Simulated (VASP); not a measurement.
# Cr in VASP: notebook

The runs below take Cr through single point, with PBE.

Program: VASP 6.6.1. These are calculated values, not measurements. Logs are shortened: lines on timing, memory, paths and dates and some standing lists are left out, and cuts for length are marked.

## Step 1: The cell of the first run

The cell holds a slab with vacuum, 1 atom: a = 2.467 Å, b = 2.467 Å, c = 7.000 Å, α = 90.00°, β = 90.00°, γ = 109.47°.

## Step 2: Single point, PBE, collinear spin, ferromagnetic start

Contents of INCAR:

```
PREC     = Accurate       # precision mode
ENCUT    = 520            # plane-wave cutoff, eV
EDIFF    = 1E-6           # SCF threshold, eV
ISMEAR   = -1             # smearing method
SIGMA    = 0.05           # smearing width, eV
LREAL    = False          # projectors in reciprocal space
LASPH    = True           # aspherical terms in the spheres
NELM     = 150            # most SCF steps
ALGO     = Normal         # electronic algorithm
ISIF     = 2              # what is computed and relaxed
LWAVE    = False          # write WAVECAR
LCHARG   = False          # write CHGCAR
ISPIN    = 2              # spin polarisation
MAGMOM   = 2              # initial moments
LORBIT   = 11             # projections on sites
LMAXMIX  = 4              # l up to which the mixer works
LDIPOL   = True         
IDIPOL   = 3            
DIPOL    = 0.5 0.5 0.500
GGA      = PE             # functional
NBANDS   = 16             # bands
```

Contents of KPOINTS:

```
regular mesh
0
Gamma
  14 14 1
```

Contents of POSCAR:

```
Cr
1.0
    2.4668230341      0.0000000000      0.0000000000
   -0.8222743447      2.3257430606      0.0000000000
    0.0000000000      0.0000000000      7.0000000000
Cr
1
Direct
    0.0000000000      0.0000000000      0.5000000000
```

Potentials or basis: VASP PAW PBE potentials, release 64 (Cr_pv).

On the command line:

```sh
$ cat potpaw_PBE.64/Cr_pv/POTCAR > POTCAR
$ mpirun -np 1 vasp_std > vasp.out
```

OUTCAR:

```text
PREC = Accurate
   ENCUT = 520
   EDIFF = 1E-6
   ISMEAR = -1
   LREAL = False
   LASPH = True
   NELM = 150
   ISIF = 2
   ISPIN = 2
   LORBIT = 11
   GGA = PE

 ion  position               nearest neighbor table
   1  0.000  0.000  0.500-

  LATTYP: Found a base centered orthorhombic cell.
 ALAT       =     2.8484418856
 B/A-ratio  =     1.4142135624
 C/A-ratio  =     2.4574838740

  Lattice vectors:

 A1 = (   2.4668230341,   0.0000000000,   0.0000000000)
 A2 = (  -0.8222743447,   2.3257430606,   0.0000000000)
 A3 = (   0.0000000000,   0.0000000000,   7.0000000000)

Analysis of symmetry for initial positions (statically):
=====================================================================
 Subroutine PRICEL returns:
 Original cell was already a primitive cell.

 Routine SETGRP: Setting up the symmetry group for a
 base centered orthorhombic supercell.

 Subroutine GETGRP returns: Found  8 space group operations
 (whereof  8 operations were pure point group operations)
 out of a pool of  8 trial point group operations.

The static configuration has the point symmetry D_2h.

Analysis of symmetry for dynamics (positions and initial velocities):
=====================================================================
 Subroutine PRICEL returns:
 Original cell was already a primitive cell.

 Routine SETGRP: Setting up the symmetry group for a
 base centered orthorhombic supercell.

 Subroutine GETGRP returns: Found  8 space group operations
 (whereof  8 operations were pure point group operations)
 out of a pool of  8 trial point group operations.

The dynamic configuration has the point symmetry D_2h.

Analysis of structural, dynamic, and magnetic symmetry:
=====================================================================
 Subroutine PRICEL returns:
 Original cell was already a primitive cell.

 Routine SETGRP: Setting up the symmetry group for a
 base centered orthorhombic supercell.

 Subroutine GETGRP returns: Found  8 space group operations
 (whereof  8 operations were pure point group operations)
 out of a pool of  8 trial point group operations.

The overall configuration has the point symmetry D_2h.

 Subroutine INISYM returns: Found  8 space group operations
 (whereof  8 operations are pure point group operations),
 and found     1 'primitive' translations

----------------------------------------------------------------------------------------

                                     Primitive cell

  volume of cell :      40.1604

  direct lattice vectors                    reciprocal lattice vectors
     2.466823034  0.000000000  0.000000000     0.405379707  0.143323370  0.000000000
    -0.822274345  2.325743061  0.000000000     0.000000000  0.429970110  0.000000000
     0.000000000  0.000000000  7.000000000     0.000000000  0.000000000  0.142857143

  length of vectors
     2.466823034  2.466823034  7.000000000     0.429970110  0.429970110  0.142857143

  position of ions in fractional coordinates (direct lattice)
     0.000000000  0.000000000  0.500000000

  ion indices of the primitive-cell ions
   primitive index   ion index
                 1           1

----------------------------------------------------------------------------------------

 KPOINTS: regular mesh

Automatic generation of k-mesh.
 Grid dimensions read from file:
 generate k-points for:   14   14    1

 Generating k-lattice:

  Cartesian coordinates                     Fractional coordinates (reciprocal lattice)
     0.028955693  0.010237384  0.000000000     0.071428571  0.000000000  0.000000000
     0.000000000  0.030712151  0.000000000     0.000000000  0.071428571  0.000000000
     0.000000000  0.000000000  0.142857143     0.000000000  0.000000000  1.000000000

  Length of vectors
     0.030712151  0.030712151  0.142857143

  Shift w.r.t. Gamma in fractional coordinates (k-lattice)
     0.000000000  0.000000000  0.000000000

 Subroutine IBZKPT returns following result:
 ===========================================

 Found     57 irreducible k-points:

 Following reciprocal coordinates:
            Coordinates               Weight
  0.000000  0.000000  0.000000      1.000000
  0.071429  0.000000  0.000000      4.000000
  0.142857 -0.000000  0.000000      4.000000
  0.214286  0.000000  0.000000      4.000000
  0.285714  0.000000  0.000000      4.000000
  0.357143  0.000000  0.000000      4.000000
[... 16 lines left out ...]
  0.214286  0.142857  0.000000      4.000000
  0.285714  0.142857  0.000000      4.000000
 [... further k-points ...]
   k-points           NKPTS =     57   k-points in BZ     NKDIM =     57   number of bands    NBANDS=     16
   number of dos      NEDOS =    301   number of ions     NIONS =      1
   total plane-waves  NPLWV =  17496
   dimension x,y,z NGX =    18 NGY =   18 NGZ =   54
   dimension x,y,z NGXF=    36 NGYF=   36 NGZF=  108
   ions per type =               1
   NGX,Y,Z   is equivalent  to a cutoff of  12.13, 12.13, 12.82 a.u.
   NGXF,Y,Z  is equivalent  to a cutoff of  24.26, 24.26, 25.65 a.u.
 SYSTEM =  unknown system
   PREC   = accura    normal or accurate (medium, high low for compatibility)
   ISTART =      0    job   : 0-new  1-cont  2-samecut
   ICHARG =      2    charge: 1-file 2-atom 10-const
   ISPIN  =      2    spin polarized calculation?
   LNONCOLLINEAR =      F non collinear calculations
   LSORBIT =      F    spin-orbit coupling
   LASPH  =      T    aspherical Exc in radial PAW
   ENCUT  =  520.0 eV  38.22 Ry    6.18 a.u.   4.59  4.59 13.02*2*pi/ulx,y,z
   NELM   =    150;   NELMIN=  2; NELMDL= -5     # of ELM steps
   EDIFF  = 0.1E-05   stopping-criterion for ELM
   LREAL  =      F    real-space projection
   EDIFFG = 0.1E-04   stopping-criterion for IOM
   NSW    =      0    number of steps for IOM
   IBRION =     -1    ionic relax: 0-MD 1-quasi-New 2-CG
   NFREE  =      0    steps in history (QN), initial steepest desc. (CG)
   ISIF   =      2    stress and relaxation
   ISYM   =      2    0-nonsym 1-usesym 2-fastsym
   POTIM  = 0.5000    time-step for ionic-motion
   TEBEG  =    0.0;   TEEND  =   0.0 temperature during run
   PSTRESS=    0.0 pullay stress
   NELECT =      12.0000    total number of electrons
   NUPDOWN=      -1.0000    fix difference up-down
   EMIN   =  10.00;   EMAX   =-10.00  energy-range for DOS
   EFERMI =   0.00;   METHOD = LEGACY
   ISMEAR =    -1;   SIGMA  =   0.05  broadening in eV -4-tet -1-fermi 0-gaus
   EFERMI_NEDOS =   21; number of points for ismear=-14 and -15
   IALGO  =     38    algorithm
   IMIX   =      4    mixing-type and parameters
     AMIX     =   0.40;   BMIX     =  1.00
     AMIX_MAG =   1.60;   BMIX_MAG =  1.00
  volume/ion in A,a.u.               =      40.16       271.02
  Fermi-wavevector in a.u.,A,eV,Ry     =   1.094467  2.068243 16.297847  1.197858
  Thomas-Fermi vector in A             =   2.230772
   LORBIT       =     11    0 simple, 1 ext, 2 COOP (PROOUT), +10 PAW based schemes
   GGA     = PE    functional components
   LHFCALC =     F    Hartree Fock is set to
   AEXX    =    0.0000 exact exchange contribution
   IVDW    =     0    specifies the selected vdW correction
   LEPSILON=     F    determine dielectric tensor
   LRPA    =     F    only Hartree local field effects (RPA)
 spin polarized calculation
  energy-cutoff  :      520.00
  volume of cell :       40.16
 maximum number of plane-waves:      1097
   NGX =  9   NGY =  9   NGZ = 27

 number of electron      11.9999994 magnetization       1.1323410

 dipolmoment           0.000000      0.000000     -0.000000 electrons x Angstroem

 Free energy of the ion-electron system (eV)
  ---------------------------------------------------
  ext. energy  EPLUGINS =         0.00000000
  ---------------------------------------------------
  free energy    TOTEN  =        -7.00658671 eV

  energy without entropy =       -6.98941417  energy(sigma->0) =       -6.99800044

 E-fermi :   0.0403     XC(G=0):  -6.4096

 val. band max:        0.0266470992   @ k =   0.3571   0.2857   0.0000
 cond. band min:       0.0527125241   @ k =   0.5000   0.2857   0.0000
 fundamental gap:      0.0260654249
 Fermi energy:         0.0402778950

 spin component 1

 k-point     1 :       0.0000    0.0000    0.0000
  band No.  band energies     occupation
      1     -43.4364      1.00000
      2     -42.8417      1.00000
      3     -42.5837      1.00000
      4      -4.9088      1.00000
      5      -1.6839      1.00000
      6      -1.5463      1.00000
[... 8 lines left out ...]
     15      20.3980      0.00000
     16      24.4413      0.00000
[... 419 lines left out ...]
 k-point    24 :       0.2857    0.1429    0.0000
  band No.  band energies     occupation
      1     -43.3700      1.00000
      2     -43.1780      1.00000
      3     -42.8190      1.00000
      4      -2.2454      1.00000
      5      -1.1961      1.00000
      6      -0.6576      1.00000
[... 8 lines left out ...]
     15      15.2628      0.00000
     16      15.3419      0.00000

 [... further k-points ...]

 spin component 2

 k-point     1 :       0.0000    0.0000    0.0000
  band No.  band energies     occupation
      1     -42.0534      1.00000
      2     -41.9567      1.00000
      3     -41.9522      1.00000
      4      -4.5152      1.00000
      5      -0.9156      1.00000
      6      -0.1377      0.97232
[... 8 lines left out ...]
     15      20.5439      0.00000
     16      25.0655      0.00000
[... 419 lines left out ...]
 k-point    24 :       0.2857    0.1429    0.0000
  band No.  band energies     occupation
      1     -42.3870      1.00000
      2     -42.1091      1.00000
      3     -41.9823      1.00000
      4      -1.7375      1.00000
      5      -0.6124      1.00000
      6      -0.1722      0.98594
[... 8 lines left out ...]
     15      15.6730      0.00000
     16      15.6852      0.00000

 [... further k-points ...]

------------------------ aborting loop because EDIFF is reached ----------------------------------------

 vacuum level on the upper side and lower side of the slab       (xc-potential included)        -1.831        -1.831

  FORCE on cell =-STRESS in cart. coord.  units (eV):
  Direction    XX          YY          ZZ          XY          YZ          ZX
  --------------------------------------------------------------------------------------
  -------------------------------------------------------------------------------------
  Total       -2.8971357     -2.8105067     -0.0576737      0.1225120      0.0000000      0.0000000
  in kB     -115.5797241   -112.1237032     -2.3008633      4.8875516      0.0000000      0.0000000
  external PRESSURE =     -76.6680968 kB  Pullay stress =       0.0000000 kB

 VOLUME and BASIS-vectors are now :
 -----------------------------------------------------------------------------
  energy-cutoff  :      520.00
  volume of cell :       40.16
      direct lattice vectors                 reciprocal lattice vectors
     2.466823034  0.000000000  0.000000000     0.405379707  0.143323370  0.000000000
    -0.822274345  2.325743061  0.000000000     0.000000000  0.429970110  0.000000000
     0.000000000  0.000000000  7.000000000     0.000000000  0.000000000  0.142857143

 POSITION                                       TOTAL-FORCE (eV/Angst)
 -----------------------------------------------------------------------------------
      0.00000      0.00000      3.50000        -0.000000      0.000000      0.000000
 -----------------------------------------------------------------------------------
    total drift:                               -0.000000      0.000000      0.000000

  FREE ENERGIE OF THE ION-ELECTRON SYSTEM (eV)
  ---------------------------------------------------
  free  energy   TOTEN  =        -7.0065867122 eV

  energy  without entropy=       -6.9894141738  energy(sigma->0) =       -6.99800044

 vacuum level on the upper side and lower side of the slab         3.047         3.047

 total charge

# of ion       s       p       d       tot
------------------------------------------
    1        0.396   6.170   4.138  10.704

 magnetization (x)

# of ion       s       p       d       tot
------------------------------------------
    1        0.023   0.017   0.926   0.966
```

It took 38 s on 1 thread of Intel Xeon Platinum 8559C (Emerald Rapids), shared host; peak memory 0.17 GiB.

What came out:

```yaml
Free_energy: -7.0066 eV
Net_moment: 1.13 μB per cell
Site_moments: Cr +0.97 μB
Valence_electrons_inside_the_program's_atomic_spheres: Cr 10.70
```

## Step 3: Single point, PBE, collinear spin, ferromagnetic start

Contents of INCAR:

```
SYSTEM = Cr
PREC = Accurate
ENCUT = 520
EDIFF = 1E-7
ISMEAR = -1
SIGMA = 0.05
LREAL = .FALSE.
LASPH = .TRUE.
NELM = 150
ALGO = Normal
ISIF = 2
LWAVE = .FALSE.
LCHARG = .TRUE.
ISPIN = 2
MAGMOM = 2
LORBIT = 11
LMAXMIX = 4
LDIPOL = .TRUE.
IDIPOL = 3
DIPOL = 0.5 0.5 0.500
GGA = PE
LELF = .TRUE.
LVHAR = .TRUE.
LVACPOTAV = .TRUE.
NBANDS = 16
```

Contents of KPOINTS:

```
Automatic mesh
0
G
  14 14 1
  0 0 0
```

POSCAR is that of step 2.

Potentials or basis: VASP PAW PBE potentials, release 64 (Cr_pv).

On the command line:

```sh
$ cat potpaw_PBE.64/Cr_pv/POTCAR > POTCAR
$ mpirun -np 1 vasp_std > vasp.out
```

It took 44 s on 1 thread of Intel Xeon Platinum 8559C (Emerald Rapids), shared host; peak memory 0.18 GiB.

It converged, with:

| Property | Result |
| --- | --- |
| Free energy | -7.0066 eV |
| Net moment | 1.13 μB per cell |
| Site moments | Cr +0.97 μB |
| Valence electrons inside the program's atomic spheres | Cr 10.70 |

Levels at points of the mesh, in eV from the Fermi level:
Spin up:
```
           k point  band 5  band 6  band 7  band 8  band 9  band 10
(0.00, 0.00, 0.00)   -1.72   -1.59    0.38    0.96    1.10     1.46
(0.50, 0.00, 0.00)   -1.83   -0.22    1.17    1.81    2.02     6.81
(0.50, 0.50, 0.00)   -1.57    0.08    0.20    2.68    4.34     7.05
```
Spin down:
```tsv
k point	band 2	band 3	band 4	band 5	band 6	band 7	band 8	band 9
(0.00, 0.00, 0.00)	-42.00	-41.99	-4.56	-0.96	-0.18	0.96	1.65	1.82
(0.50, 0.00, 0.00)	-42.02	-42.01	-2.18	-1.27	1.65	1.82	2.24	2.52
(0.50, 0.50, 0.00)	-42.32	-41.95	-2.56	-1.05	0.77	2.14	3.44	4.60
```

## Step 4: Single point, PBE, collinear spin, ferromagnetic start

This run uses another cell than the first one.

Contents of INCAR:

```
PREC = Accurate ; ENCUT = 520
EDIFF = 1E-6 ; ISMEAR = -1
SIGMA = 0.05 ; LREAL = False
LASPH = True ; NELM = 150
ALGO = Normal ; ISIF = 2
LWAVE = False ; LCHARG = False
ISPIN = 2 ; MAGMOM = 2
LORBIT = 11 ; LMAXMIX = 4
LDIPOL = True ; IDIPOL = 3
DIPOL = 0.5 0.5 0.500 ; GGA = PE
NBANDS = 16
```

Contents of KPOINTS:

```
Automatic mesh
0
Gamma
  14 14 1
```

Changes to POSCAR since step 3:

```diff
@@ -4,3 +4,3 @@
    -0.8222743447      2.3257430606      0.0000000000
-    0.0000000000      0.0000000000      7.0000000000
+    0.0000000000      0.0000000000     16.0000000000
 Cr
```

On the command line:

```sh
$ cat potpaw_PBE.64/Cr_pv/POTCAR > POTCAR
$ mpirun -np 1 vasp_std > vasp.out
```

It took 1.9 min on 1 thread of Intel Xeon Platinum 8559C (Emerald Rapids), shared host; peak memory 0.31 GiB.

It converged, with:

| Property | Result |
| --- | --- |
| Free energy | -7.0024 eV |
| Net moment | 1.19 μB per cell |
| Site moments | Cr +1.01 μB |
| Valence electrons inside the program's atomic spheres | Cr 10.70 |

Levels at points of the mesh, in eV from the Fermi level:
Spin up:
```
           k point  band 5  band 6  band 7  band 8  band 9  band 10
(0.00, 0.00, 0.00)   -1.71   -1.59    0.19    0.95    1.09     1.46
(0.50, 0.00, 0.00)   -1.83   -0.24    1.17    1.80    2.03     6.86
(0.50, 0.50, 0.00)   -1.57    0.08    0.17    2.67    4.35     7.03
```
Spin down:
| k point | band 3 | band 4 | band 5 | band 6 | band 7 | band 8 |
| --- | --- | --- | --- | --- | --- | --- |
| (0.00, 0.00, 0.00) | -41.97 | -4.52 | -0.94 | -0.05 | 0.80 | 1.67 |
| (0.50, 0.00, 0.00) | -41.96 | -2.16 | -1.25 | 1.72 | 1.84 | 2.27 |
| (0.50, 0.50, 0.00) | -41.91 | -2.55 | -1.02 | 0.80 | 2.21 | 3.46 |

## Step 5: Single point, PBE, collinear spin, ferromagnetic start

This run uses another cell than the first one.

Contents of INCAR:

```
SYSTEM = Cr
PREC     = Accurate       ! precision mode
ENCUT    = 520            ! plane-wave cutoff, eV
EDIFF    = 1E-6           ! SCF threshold, eV
ISMEAR   = -1             ! smearing method
SIGMA    = 0.05           ! smearing width, eV
LREAL    = .FALSE.        ! projectors in reciprocal space
LASPH    = .TRUE.         ! aspherical terms in the spheres
NELM     = 150            ! most SCF steps
ALGO     = Normal         ! electronic algorithm
ISIF     = 2              ! what is computed and relaxed
LWAVE    = .FALSE.        ! write WAVECAR
LCHARG   = .TRUE.         ! write CHGCAR
ISPIN    = 2              ! spin polarisation
MAGMOM   = 2              ! initial moments
LORBIT   = 11             ! projections on sites
LMAXMIX  = 4              ! l up to which the mixer works
LDIPOL   = .TRUE.       
IDIPOL   = 3            
DIPOL    = 0.5 0.5 0.500
GGA      = PE             ! functional
LELF     = .TRUE.         ! ELF
LVHAR    = .TRUE.       
LVACPOTAV= .TRUE.       
NBANDS   = 16             ! bands
```

Contents of KPOINTS:

```
Automatic mesh
0
G
  14 14 1
  0 0 0
```

POSCAR is that of step 4.

On the command line:

```sh
$ cat potpaw_PBE.64/Cr_pv/POTCAR > POTCAR
$ mpirun -np 1 vasp_std > vasp.out
```

Wall time 1.8 min (1 thread of Intel Xeon Platinum 8559C (Emerald Rapids), shared host); peak memory 0.31 GiB.

The run converged. Its results:

```
Free energy                                           : -7.0024 eV
Net moment                                            : 1.19 μB per cell
Site moments                                          : Cr +1.01 μB
Valence electrons inside the program's atomic spheres : Cr 10.70
```

Levels at points of the mesh, in eV from the Fermi level:
Spin up:
```csv
k point,band 3,band 4,band 5,band 6,band 7,band 8,band 9,band 10,band 11,band 12
"(0.00, 0.00, 0.00)",-42.64,-4.94,-1.71,-1.59,0.19,0.95,1.09,1.46,4.35,5.03
"(0.50, 0.00, 0.00)",-42.77,-2.76,-1.83,-0.24,1.17,1.80,2.03,6.86,6.98,7.15
"(0.50, 0.50, 0.00)",-43.20,-3.07,-1.57,0.08,0.17,2.67,4.35,7.03,9.38,9.47
```
Spin down:
| k point | band 3 | band 4 | band 5 | band 6 | band 7 | band 8 |
| --- | --- | --- | --- | --- | --- | --- |
| (0.00, 0.00, 0.00) | -41.97 | -4.52 | -0.94 | -0.05 | 0.80 | 1.67 |
| (0.50, 0.00, 0.00) | -41.96 | -2.16 | -1.25 | 1.72 | 1.84 | 2.27 |
| (0.50, 0.50, 0.00) | -41.91 | -2.55 | -1.02 | 0.80 | 2.21 | 3.46 |
